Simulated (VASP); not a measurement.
# Bi2Se3 (R-3m) in VASP: notebook, part 2 of 2

VASP 6.6.1.

## 3. Single point, PBE (28.09 Å³/atom)

This run uses another cell than the first one, of 28.09 Å³/atom.

File INCAR:

```
ALGO     = Normal         # electronic algorithm
EDIFF    = 1E-6           # SCF threshold, eV
ENCUT    = 520            # plane-wave cutoff, eV
GGA      = PE             # functional
ISIF     = 2              # what is computed and relaxed
ISMEAR   = -1             # smearing method
LASPH    = T              # aspherical terms in the spheres
LCHARG   = T              # write CHGCAR
LELF     = T              # ELF
LREAL    = F              # projectors in reciprocal space
LVHAR    = T            
LWAVE    = F              # write WAVECAR
NBANDS   = 32             # bands
NELM     = 80             # most SCF steps
PREC     = Accurate       # precision mode
SIGMA    = 0.03           # smearing width, eV
```

File KPOINTS:

```
k-points
0
Gamma
  6 6 6
```

File POSCAR:

```
Bi2Se3
1.0
    2.0645711538      1.1919807114      9.5134055809
   -2.0645711538      1.1919807114      9.5134055809
    0.0000000000     -2.3839614228      9.5134055809
Bi Se
2 3
Direct
    0.4008000000      0.4008000000      0.4008000000
    0.5992000000      0.5992000000      0.5992000000
    0.0000000000      0.0000000000      0.0000000000
    0.2117000000      0.2117000000      0.2117000000
    0.7883000000      0.7883000000      0.7883000000
```

Potentials or basis: VASP PAW PBE potentials, release 64 (Bi_d, Se).

Run with:

```bash
> cat potpaw_PBE.64/Bi_d/POTCAR potpaw_PBE.64/Se/POTCAR > POTCAR
> mpirun -np 1 vasp_std > vasp.out
```

OUTCAR:

```text
EDIFF = 1E-6
   ENCUT = 520
   GGA = PE
   ISIF = 2
   ISMEAR = -1
   LASPH = T
   LREAL = F
   NELM = 80
   PREC = Accurate

 ion  position               nearest neighbor table
   1  0.401  0.401  0.401-   5 2.84   5 2.84   5 2.84   3 3.06   3 3.06   3 3.06
   2  0.599  0.599  0.599-   4 2.84   4 2.84   4 2.84   3 3.06   3 3.06   3 3.06
   3  0.000  0.000  0.000-   2 3.06   1 3.06   2 3.06   2 3.06   1 3.06   1 3.06
   4  0.212  0.212  0.212-   2 2.84   2 2.84   2 2.84
   5  0.788  0.788  0.788-   1 2.84   1 2.84   1 2.84

  LATTYP: Found a trigonal (rhomboedric) cell.
 ALAT       =     9.8075561590
 COS(alpha) =     0.9113725817

  Lattice vectors:

 A1 = (   2.0645711538,   1.1919807114,   9.5134055809)
 A2 = (  -2.0645711538,   1.1919807114,   9.5134055809)
 A3 = (   0.0000000000,  -2.3839614228,   9.5134055809)

Analysis of symmetry for initial positions (statically):
=====================================================================
 Subroutine PRICEL returns:
 Original cell was already a primitive cell.

[... 176 lines left out ...]

 val. band max:        5.0920704231   @ k =   0.0000   0.0000   0.0000
 cond. band min:       5.3026936369   @ k =   0.0000   0.0000   0.0000
 fundamental gap:      0.2106232138
 Fermi energy:         5.1973532278

 k-point     1 :       0.0000    0.0000    0.0000
  band No.  band energies     occupation
      1     -18.0523      2.00000
      2     -18.0523      2.00000
      3     -18.0504      2.00000
      4     -18.0504      2.00000
      5     -18.0429      2.00000
      6     -18.0402      2.00000
[... 829 lines left out ...]
     31      10.0748      0.00000
     32      11.5748      0.00000

 [... further k-points ...]

------------------------ aborting loop because EDIFF is reached ----------------------------------------

  FORCE on cell =-STRESS in cart. coord.  units (eV):
  Direction    XX          YY          ZZ          XY          YZ          ZX
  --------------------------------------------------------------------------------------
  -------------------------------------------------------------------------------------
  Total        2.8351533      2.8351533      2.8655692      0.0000000      0.0000000      0.0000000
  in kB       32.3370789     32.3370789     32.6839949      0.0000000      0.0000000      0.0000000
  external PRESSURE =      32.4527176 kB  Pullay stress =       0.0000000 kB

 VOLUME and BASIS-vectors are now :
 -----------------------------------------------------------------------------
  energy-cutoff  :      520.00
  volume of cell :      140.47
      direct lattice vectors                 reciprocal lattice vectors
     2.064571154  1.191980711  9.513405581     0.242181045  0.139823292  0.035038276
    -2.064571154  1.191980711  9.513405581    -0.242181045  0.139823292  0.035038276
     0.000000000 -2.383961423  9.513405581     0.000000000 -0.279646583  0.035038276

 POSITION                                       TOTAL-FORCE (eV/Angst)
 -----------------------------------------------------------------------------------
      0.00000      0.00000     11.43892         0.000000     -0.000000     -0.223672
      0.00000      0.00000     17.10130         0.000000      0.000000      0.223672
      0.00000      0.00000      0.00000         0.000000      0.000000     -0.000000
      0.00000      0.00000      6.04196         0.000000     -0.000000     -0.269021
      0.00000      0.00000     22.49825         0.000000      0.000000      0.269021
 -----------------------------------------------------------------------------------
    total drift:                                0.000000      0.000000     -0.000000

  FREE ENERGIE OF THE ION-ELECTRON SYSTEM (eV)
  ---------------------------------------------------
  free  energy   TOTEN  =       -20.1303117761 eV

  energy  without entropy=      -20.1302372480  energy(sigma->0) =      -20.13027451
```

stdout:

```text
POSCAR found type information on POSCAR BiSe
 POSCAR found :  2 types and       5 ions
 scaLAPACK will be used
 LDA part: xc-table for (Slater+PW92), standard interpolation
 POSCAR, INCAR and KPOINTS ok, starting setup
 FFT: planning ... GRIDC
 FFT: planning ... GRID_SOFT
 FFT: planning ... GRID
 WAVECAR not read
 entering main loop
```

Run time: 11 min. Hardware: 1 thread of Intel Xeon 6975P-C (Granite Rapids), shared host; peak memory 0.93 GiB.

What came out:

```
Free energy            : -20.1303 eV
Pressure               : 3.2 GPa
Largest force          : 0.269 eV/Å
Band gap on the k mesh : 0.21 eV
```

Forces on the atoms (eV/Å):
```
Bi   0.000  0.000 -0.224
Bi   0.000  0.000  0.224
Se   0.000  0.000  0.000
Se   0.000  0.000 -0.269
Se   0.000  0.000  0.269
```

Levels at points of the mesh, in eV from the valence-band top:
| k point | band 21 | band 22 | band 23 | band 24 | band 25 | band 26 | band 27 | band 28 |
| --- | --- | --- | --- | --- | --- | --- | --- | --- |
| (0.00, 0.00, 0.00) | -1.91 | -1.24 | -1.24 | 0.00 | 0.21 | 1.39 | 1.39 | 2.12 |
| (0.50, 0.00, 0.00) | -3.04 | -2.19 | -1.27 | -0.57 | 0.83 | 1.92 | 2.96 | 3.17 |
| (0.50, 0.50, 0.00) | -1.92 | -1.92 | -1.68 | -1.02 | 1.33 | 1.95 | 2.60 | 3.01 |
| (0.50, 0.50, 0.50) | -1.56 | -1.41 | -1.41 | -0.45 | 0.61 | 1.70 | 1.70 | 2.07 |

Caveat: the cell stands under pressure; spin-orbit coupling is left out, which moves the levels of the heavy elements. A k mesh can miss the band edges.

## 4. Single point, PBE (28.95 Å³/atom)

This run uses another cell than the first one, of 28.95 Å³/atom.

File INCAR:

```
SYSTEM = Bi2Se3
PREC = Accurate ; ENCUT = 520
EDIFF = 1E-7 ; ISMEAR = -1
SIGMA = 0.03 ; LREAL = .False.
LASPH = .True. ; NELM = 60
ALGO = Normal ; ISIF = 2
LWAVE = .False. ; LCHARG = .False.
GGA = PE ; NBANDS = 32
```

File KPOINTS:

```
regular mesh
0
Gamma
  6 6 6
  0 0 0
```

Changes to POSCAR since step 3:

```diff
@@ -2,5 +2,5 @@
 1.0
-    2.0645711538      1.1919807114      9.5134055809
-   -2.0645711538      1.1919807114      9.5134055809
-    0.0000000000     -2.3839614228      9.5134055809
+    2.0852182350      1.2039013093      9.6085459482
+   -2.0852182350      1.2039013093      9.6085459482
+    0.0000000000     -2.4078026186      9.6085459482
 Bi Se
```

Potentials or basis: VASP PAW PBE potentials, release 64 (Bi_d, Se).

Run with:

```bash
> cat potpaw_PBE.64/Bi_d/POTCAR potpaw_PBE.64/Se/POTCAR > POTCAR
> mpirun -np 1 vasp_std > vasp.out
```

OUTCAR:

```text
SYSTEM = Bi2Se3
   PREC = Accurate
   ENCUT = 520
   EDIFF = 1E-7
   ISMEAR = -1
   LREAL = .False.
   LASPH = .True.
   NELM = 60
   ISIF = 2
   GGA = PE

 ion  position               nearest neighbor table
   1  0.401  0.401  0.401-   5 2.87   5 2.87   5 2.87   3 3.10   3 3.10   3 3.10
   2  0.599  0.599  0.599-   4 2.87   4 2.87   4 2.87   3 3.10   3 3.10   3 3.10
   3  0.000  0.000  0.000-   2 3.10   2 3.10   1 3.10   1 3.10   2 3.10   1 3.10
   4  0.212  0.212  0.212-   2 2.87   2 2.87   2 2.87
[... 1045 lines left out ...]
  --------------------------------------------------------------------------------------
  -------------------------------------------------------------------------------------
  Total        1.1155540      1.1155540      1.1794148      0.0000000     -0.0000000     -0.0000000
  in kB       12.3495137     12.3495137     13.0564723      0.0000000     -0.0000000     -0.0000000
  external PRESSURE =      12.5851665 kB  Pullay stress =       0.0000000 kB

 VOLUME and BASIS-vectors are now :
 -----------------------------------------------------------------------------
  energy-cutoff  :      520.00
  volume of cell :      144.73
      direct lattice vectors                 reciprocal lattice vectors
     2.085218235  1.203901309  9.608545948     0.239783056  0.138438812  0.034691340
    -2.085218235  1.203901309  9.608545948    -0.239783056  0.138438812  0.034691340
     0.000000000 -2.407802619  9.608545948     0.000000000 -0.276877623  0.034691340

 POSITION                                       TOTAL-FORCE (eV/Angst)
 -----------------------------------------------------------------------------------
      0.00000      0.00000     11.55332         0.000000     -0.000000     -0.130794
      0.00000      0.00000     17.27232         0.000000     -0.000000      0.130794
      0.00000      0.00000      0.00000         0.000000     -0.000000      0.000000
      0.00000      0.00000      6.10239         0.000000     -0.000000     -0.036018
      0.00000      0.00000     22.72325         0.000000      0.000000      0.036018
 -----------------------------------------------------------------------------------
    total drift:                                0.000000      0.000000     -0.000000

  FREE ENERGIE OF THE ION-ELECTRON SYSTEM (eV)
  ---------------------------------------------------
  free  energy   TOTEN  =       -20.1903698850 eV

  energy  without entropy=      -20.1903140619  energy(sigma->0) =      -20.19034197
```

OSZICAR:

```text
N       E                     dE             d eps       ncg     rms          rms(c)
DAV:   1     0.465584313256E+03    0.46558E+03   -0.22859E+04  2048   0.155E+03
DAV:   2     0.343035892575E+02   -0.43128E+03   -0.41355E+03  2080   0.407E+02
DAV:   3    -0.187071364203E+02   -0.53011E+02   -0.50287E+02  2704   0.149E+02
DAV:   4    -0.209303437874E+02   -0.22232E+01   -0.22131E+01  2304   0.318E+01
DAV:   5    -0.210076007103E+02   -0.77257E-01   -0.77247E-01  2936   0.621E+00    0.514E+00
DAV:   6    -0.201746319164E+02    0.83297E+00   -0.11254E+00  2832   0.744E+00    0.314E+00
DAV:   7    -0.201816713067E+02   -0.70394E-02   -0.35342E-01  2272   0.253E+00    0.170E+00
DAV:   8    -0.201891479174E+02   -0.74766E-02   -0.46896E-02  2464   0.113E+00    0.566E-01
DAV:   9    -0.201900750320E+02   -0.92711E-03   -0.20541E-03  2688   0.433E-01    0.131E-01
DAV:  10    -0.201902792591E+02   -0.20423E-03   -0.10780E-03  2368   0.167E-01    0.571E-02
DAV:  11    -0.201903336415E+02   -0.54382E-04   -0.13066E-04  2384   0.753E-02    0.316E-02
DAV:  12    -0.201903686224E+02   -0.34981E-04   -0.56942E-05  2208   0.365E-02    0.623E-03
DAV:  13    -0.201903698928E+02   -0.12704E-05   -0.33168E-06  2856   0.147E-02    0.423E-03
DAV:  14    -0.201903698850E+02    0.77607E-08   -0.78099E-07  2016   0.517E-03
   1 F= -.20190370E+02 E0= -.20190342E+02  d E =-.558231E-04
```

stdout:

```text
POSCAR found type information on POSCAR BiSe
 POSCAR found :  2 types and       5 ions
 scaLAPACK will be used
 LDA part: xc-table for (Slater+PW92), standard interpolation
 POSCAR, INCAR and KPOINTS ok, starting setup
 FFT: planning ... GRIDC
 FFT: planning ... GRID_SOFT
 FFT: planning ... GRID
 WAVECAR not read
 entering main loop
```

Wall time 13 min (1 thread of Intel Xeon 6975P-C (Granite Rapids), shared host); peak memory 0.93 GiB.

Results:

```
Free energy            : -20.1904 eV
Pressure               : 1.3 GPa
Largest force          : 0.131 eV/Å
Band gap on the k mesh : 0.23 eV
```

Forces on the atoms (eV/Å):
```
Bi   0.000  0.000 -0.131
Bi   0.000  0.000  0.131
Se   0.000  0.000  0.000
Se   0.000  0.000 -0.036
Se   0.000  0.000  0.036
```

Caveat: spin-orbit coupling is left out, which moves the levels of the heavy elements. A k mesh can miss the band edges.

## 5. Single point, PBE (30.08 Å³/atom)

This run uses another cell than the first one, of 30.08 Å³/atom.

File INCAR:

```
SYSTEM = Bi2Se3
PREC = Accurate ; ENCUT = 520
EDIFF = 1E-6 ; ISMEAR = -1
SIGMA = 0.03 ; LREAL = .FALSE.
LASPH = .TRUE. ; NELM = 100
ALGO = Normal ; ISIF = 2
LWAVE = .FALSE. ; LCHARG = .FALSE.
GGA = PE ; NBANDS = 32
```

File KPOINTS:

```
regular mesh
0
G
  6 6 6
  0 0 0
```

Changes to POSCAR since step 4:

```diff
@@ -2,5 +2,5 @@
 1.0
-    2.0852182350      1.2039013093      9.6085459482
-   -2.0852182350      1.2039013093      9.6085459482
-    0.0000000000     -2.4078026186      9.6085459482
+    2.1121272447      1.2194372332      9.7325408622
+   -2.1121272447      1.2194372332      9.7325408622
+    0.0000000000     -2.4388744666      9.7325408622
 Bi Se
```

Run with:

```bash
> cat potpaw_PBE.64/Bi_d/POTCAR potpaw_PBE.64/Se/POTCAR > POTCAR
> mpirun -np 1 vasp_std > vasp.out
```

Run time: 10 min. Hardware: 1 thread of Intel Xeon 6975P-C (Granite Rapids), shared host; peak memory 0.93 GiB.

The run converged. Its results:

```yaml
Free_energy: -20.1957 eV
Pressure: -0.9 GPa
Largest_force: 0.238 eV/Å
Band_gap_on_the_k_mesh: 0.26 eV
```

Forces on the atoms (eV/Å):
```
Bi   0.000  0.000 -0.020
Bi   0.000  0.000  0.020
Se   0.000  0.000  0.000
Se   0.000  0.000  0.238
Se   0.000  0.000 -0.238
```

Stress tensor (GPa, compression positive):
```
-0.98  0.00  0.00
 0.00 -0.98  0.00
 0.00  0.00 -0.87
```

Levels at points of the mesh, in eV from the valence-band top:
```csv
k point,band 20,band 21,band 22,band 23,band 24,band 25,band 26,band 27,band 28,band 29
"(0.00, 0.00, 0.00)",-1.66,-1.66,-1.04,-1.04,0.00,0.26,1.45,1.45,2.13,2.66
"(0.50, 0.00, 0.00)",-2.73,-2.73,-1.91,-1.06,-0.50,0.90,1.95,2.98,3.04,3.96
"(0.50, 0.50, 0.00)",-2.33,-1.73,-1.68,-1.42,-0.90,1.39,1.99,2.54,2.91,3.41
"(0.50, 0.50, 0.50)",-1.45,-1.45,-1.19,-1.19,-0.42,0.68,1.73,1.73,2.01,2.36
```

Caveat: spin-orbit coupling is left out, which moves the levels of the heavy elements. A k mesh can miss the band edges.

## 6. Summary

| cell | gap on the mesh (eV) | pressure (GPa) | largest force (eV/Å) |
| --- | --- | --- | --- |
| a = 9.707 Å, angles 24.3°, 5 atoms | 0.18 | 5.6 | 0.53 |
| a = 9.808 Å, angles 24.3°, 5 atoms | 0.21 | 3.2 | 0.27 |
| a = 9.906 Å, angles 24.3°, 5 atoms | 0.23 | 1.3 | 0.13 |
| a = 10.033 Å, angles 24.3°, 5 atoms | 0.26 | -0.9 | 0.24 |

Alike in all rows: task single point; level PBE; potentials or basis VASP PAW PBE potentials, release 64 (Bi_d, Se); no spin polarisation; k mesh 6 × 6 × 6; cutoff (eV) 520; smearing fermi-dirac 0.03 eV.

Caveats: spin-orbit coupling is left out, which moves the levels of the heavy elements; the cell stands under pressure (at least some runs).

Absolute energies hang on the potentials; compare differences alone.
